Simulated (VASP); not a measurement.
# Te (C2/m) in VASP: a series of runs, part 2 of 2

VASP 6.6.1.

### 3 Single point, PBE (zz strain of -1 %)

INCAR

```
SYSTEM = Te
PREC = Accurate
ENCUT = 520
EDIFF = 1E-6
ISMEAR = -1
SIGMA = 0.05
LREAL = .FALSE.
LASPH = .TRUE.
NELM = 60
ALGO = Normal
ISIF = 2
LWAVE = .FALSE.
LCHARG = .FALSE.
GGA = PE
NBANDS = 16
```

KPOINTS

```
regular mesh
0
G
  8 8 8
  0 0 0
```

POSCAR

```
Te
1.0
    4.2341000000     -2.3712000000      0.0000000000
    4.2341000000      2.3712000000      0.0000000000
   -0.1304500000      0.0000000000      3.9177765000
Te
3
Direct
    0.6760000000      0.6760000000      0.6750000000
    0.3240000000      0.3240000000      0.3250000000
    0.0000000000      0.0000000000      0.0000000000
```

Potentials or basis: VASP PAW PBE potentials, release 64 (Te).

Started as:

```bash
$ cat potpaw_PBE.64/Te/POTCAR > POTCAR
$ mpirun -np 1 vasp_std > vasp.out
```

OUTCAR:

```text
SYSTEM = Te
   PREC = Accurate
   ENCUT = 520
   EDIFF = 1E-6
   ISMEAR = -1
   LREAL = .FALSE.
   LASPH = .TRUE.
   NELM = 60
   ISIF = 2
   GGA = PE

 ion  position               nearest neighbor table
   1  0.676  0.676  0.675-   3 2.99   2 3.03   2 3.03   3 3.10   3 3.10   2 3.24   2 3.67   2 3.67

   2  0.324  0.324  0.325-   3 2.99   1 3.03   1 3.03   3 3.10   3 3.10   1 3.24   1 3.67   1 3.67

   3  0.000  0.000  0.000-   1 2.99   2 2.99   1 3.10   1 3.10   2 3.10   2 3.10

  LATTYP: Found a base centered monoclinic cell.
 ALAT       =     8.4682000000
 B/A-ratio  =     0.5600245625
 C/A-ratio  =     0.4629021152
 COS(beta)  =    -0.0332785053

  Lattice vectors:

 A1 = (   4.2341000000,  -2.3712000000,   0.0000000000)
 A2 = (   4.2341000000,   2.3712000000,   0.0000000000)
 A3 = (  -0.1304500000,   0.0000000000,   3.9177765000)

Analysis of symmetry for initial positions (statically):
=====================================================================
 Subroutine PRICEL returns:
 Original cell was already a primitive cell.

 Routine SETGRP: Setting up the symmetry group for a
 base centered monoclinic supercell.

 Subroutine GETGRP returns: Found  4 space group operations
 (whereof  4 operations were pure point group operations)
 out of a pool of  4 trial point group operations.

The static configuration has the point symmetry C_2h.

Analysis of symmetry for dynamics (positions and initial velocities):
=====================================================================
 Subroutine PRICEL returns:
 Original cell was already a primitive cell.

 Routine SETGRP: Setting up the symmetry group for a
 base centered monoclinic supercell.

 Subroutine GETGRP returns: Found  4 space group operations
[... 114 lines left out ...]
   TEBEG  =    0.0;   TEEND  =   0.0 temperature during run
   PSTRESS=    0.0 pullay stress
   NELECT =      18.0000    total number of electrons
   NUPDOWN=      -1.0000    fix difference up-down
   EMIN   =  10.00;   EMAX   =-10.00  energy-range for DOS
   EFERMI =   0.00;   METHOD = LEGACY
   ISMEAR =    -1;   SIGMA  =   0.05  broadening in eV -4-tet -1-fermi 0-gaus
   EFERMI_NEDOS =   21; number of points for ismear=-14 and -15
   IALGO  =     38    algorithm
   IMIX   =      4    mixing-type and parameters
     AMIX     =   0.40;   BMIX     =  1.00
     AMIX_MAG =   1.60;   BMIX_MAG =  1.00
  volume/ion in A,a.u.               =      26.22       176.96
  Fermi-wavevector in a.u.,A,eV,Ry     =   1.001304  1.892190 13.641337  1.002610
  Thomas-Fermi vector in A             =   2.133717
   LORBIT       =      0    0 simple, 1 ext, 2 COOP (PROOUT), +10 PAW based schemes
   GGA     = PE    functional components
   LHFCALC =     F    Hartree Fock is set to
   AEXX    =    0.0000 exact exchange contribution
   IVDW    =     0    specifies the selected vdW correction
   LEPSILON=     F    determine dielectric tensor
   LRPA    =     F    only Hartree local field effects (RPA)
 non-spin polarized calculation
  energy-cutoff  :      520.00
  volume of cell :       78.67
 maximum number of plane-waves:      2134
   NGX = 19   NGY = 19   NGZ = 15

 number of electron      18.0000001 magnetization

 Free energy of the ion-electron system (eV)
  ---------------------------------------------------
  ext. energy  EPLUGINS =         0.00000000
  ---------------------------------------------------
  free energy    TOTEN  =        -8.69457948 eV

  energy without entropy =       -8.68035050  energy(sigma->0) =       -8.68746499

 E-fermi :   9.1573     XC(G=0): -10.3790

 val. band max:        9.1564290389   @ k =   0.3750   0.0000   0.1250
 cond. band min:       9.1587842120   @ k =   0.2500   0.0000   0.5000
 fundamental gap:      0.0023551731
 Fermi energy:         9.1572847050

 k-point     1 :       0.0000    0.0000    0.0000
  band No.  band energies     occupation
      1      -5.7378      2.00000
      2      -0.4233      2.00000
      3      -0.3828      2.00000
      4       4.3653      2.00000
      5       4.6303      2.00000
      6       5.1595      2.00000
[... 433 lines left out ...]
      3      -0.5905      2.00000
      4       3.2925      2.00000
      5       3.7052      2.00000
      6       6.7226      2.00000
[... 8 lines left out ...]
     15      16.4130      0.00000
     16      17.2234      0.00000

 [... further k-points ...]
[... 5 lines left out ...]
  --------------------------------------------------------------------------------------
  -------------------------------------------------------------------------------------
  Total        4.7687199      4.8174829      5.1638589      0.0000000      0.0000000      0.5428799
  in kB       97.1210674     98.1141887    105.1685778      0.0000000      0.0000000     11.0564430
  external PRESSURE =     100.1346113 kB  Pullay stress =       0.0000000 kB

 VOLUME and BASIS-vectors are now :
 -----------------------------------------------------------------------------
  energy-cutoff  :      520.00
  volume of cell :       78.67
      direct lattice vectors                 reciprocal lattice vectors
     4.234100000 -2.371200000  0.000000000     0.118088850 -0.210863698  0.003931998
     4.234100000  2.371200000  0.000000000     0.118088850  0.210863698  0.003931998
    -0.130450000  0.000000000  3.917776500     0.000000000  0.000000000  0.255246822

 POSITION                                       TOTAL-FORCE (eV/Angst)
 -----------------------------------------------------------------------------------
      5.63645      0.00000      2.64450        -0.481638      0.000000     -0.206867
      2.70130      0.00000      1.27328         0.481638      0.000000      0.206867
      0.00000      0.00000      0.00000        -0.000000      0.000000      0.000000
 -----------------------------------------------------------------------------------
    total drift:                               -0.000000      0.000000      0.000000

  FREE ENERGIE OF THE ION-ELECTRON SYSTEM (eV)
  ---------------------------------------------------
  free  energy   TOTEN  =        -8.6945794787 eV

  energy  without entropy=       -8.6803505019  energy(sigma->0) =       -8.68746499
```

stdout:

```text
POSCAR found type information on POSCAR Te
 POSCAR found :  1 types and       3 ions
 scaLAPACK will be used
 LDA part: xc-table for (Slater+PW92), standard interpolation
 POSCAR, INCAR and KPOINTS ok, starting setup
 FFT: planning ... GRIDC
 FFT: planning ... GRID_SOFT
 FFT: planning ... GRID
 WAVECAR not read
 entering main loop
```

It took 44 s on 1 thread of Intel Xeon 6975P-C (Granite Rapids), shared host; peak memory 0.28 GiB.

Results:

```
Free energy            : -8.6946 eV
Pressure               : 10.0 GPa
Largest force          : 0.524 eV/Å
Band gap on the k mesh : zero (bands 9 and 10 overlap by 3.49 eV)
```

Forces in eV/Å, atoms in the order of the input:
```
Te  -0.482  0.000 -0.207
Te   0.482  0.000  0.207
Te   0.000  0.000  0.000
```

Stress tensor (GPa, compression positive):
```
 9.71  0.00  1.11
 0.00  9.81  0.00
 1.11  0.00 10.52
```

Caveat: the cell differs from its parent crystal (zz strain of -1 %); the cell stands under pressure; spin-orbit coupling is left out, which moves the levels of the heavy elements.

### 4 Single point, PBE (zz strain of +2 %)

INCAR

```
SYSTEM = Te
PREC = Accurate
ENCUT = 520
EDIFF = 1E-6
ISMEAR = -1
SIGMA = 0.05
LREAL = .FALSE.
LASPH = .TRUE.
NELM = 100
ALGO = Normal
ISIF = 2
LWAVE = .FALSE.
LCHARG = .TRUE.
GGA = PE
LELF = .TRUE.
LVHAR = .TRUE.
NBANDS = 16
```

KPOINTS is that of step 3.

POSCAR: that of step 3 with these lines changed.

```diff
@@ -4,3 +4,3 @@
     4.2341000000      2.3712000000      0.0000000000
-   -0.1304500000      0.0000000000      3.9177765000
+   -0.1304500000      0.0000000000      4.0364970000
 Te
```

Started as:

```bash
$ cat potpaw_PBE.64/Te/POTCAR > POTCAR
$ mpirun -np 1 vasp_std > vasp.out
```

Run time: 45 s. Hardware: 1 thread of Intel Xeon 6975P-C (Granite Rapids), shared host; peak memory 0.29 GiB.

The run converged. Its results:

| Quantity | Value |
| --- | --- |
| Free energy | -8.8357 eV |
| Pressure | 8.1 GPa |
| Largest force | 0.470 eV/Å |
| Band gap on the k mesh | zero (bands 9 and 10 overlap by 3.42 eV) |

Forces in eV/Å, atoms in the order of the input:
```
Te  -0.420  0.000 -0.211
Te   0.420  0.000  0.211
Te   0.000  0.000  0.000
```

Stress tensor (GPa, compression positive):
```
7.89 0.00 0.88
0.00 7.87 0.00
0.88 0.00 8.53
```

Levels at points of the mesh, in eV from the Fermi level:
```
           k point  band 5  band 6  band 7  band 8  band 9  band 10  band 11  band 12  band 13  band 14
(0.00, 0.00, 0.00)   -4.32   -3.82   -3.80   -2.26   -1.95     1.43     2.78     3.12     5.64     5.99
(0.50, 0.00, 0.00)   -2.84   -2.80   -2.74    0.10    0.14     0.40     0.86     2.79     3.63     5.75
(0.50, 0.50, 0.00)   -3.22   -2.85   -2.41    0.42    0.47     0.55     0.71     2.42     3.35     5.75
(0.00, 0.00, 0.50)   -3.75   -2.63   -2.55   -1.84   -1.80    -1.77    -1.58    -1.02     2.82     3.12
(0.50, 0.00, 0.50)   -4.37   -4.34   -3.81   -3.66    1.66     1.89     1.92     3.18     6.83     7.13
(0.50, 0.50, 0.50)   -3.97   -3.93   -3.83   -3.66    1.60     1.68     2.22     2.67     6.69     7.17
```

Caveat: the cell differs from its parent crystal (zz strain of +2 %); the cell stands under pressure; spin-orbit coupling is left out, which moves the levels of the heavy elements.

### 5 Summary

```tsv
cell	gap on the mesh (eV)	pressure (GPa)	largest force (eV/Å)
a = 4.853, b = 4.853, c = 3.841 Å, angles 91.7, 91.7, 58.5°, 3 atoms	none	11.5	0.56
a = 4.853, b = 4.853, c = 3.920 Å, angles 91.7, 91.7, 58.5°, 3 atoms	none	10.0	0.52
a = 4.853, b = 4.853, c = 4.039 Å, angles 91.6, 91.6, 58.5°, 3 atoms	none	8.1	0.47
```

Alike in all rows: task single point; level PBE; potentials or basis VASP PAW PBE potentials, release 64 (Te); no spin polarisation; k mesh 8 × 8 × 8; cutoff (eV) 520; smearing fermi-dirac 0.05 eV.

Caveats: the cell stands under pressure; spin-orbit coupling is left out, which moves the levels of the heavy elements.

Total energies depend on the potentials used, so only differences within one code and one set of settings carry meaning.
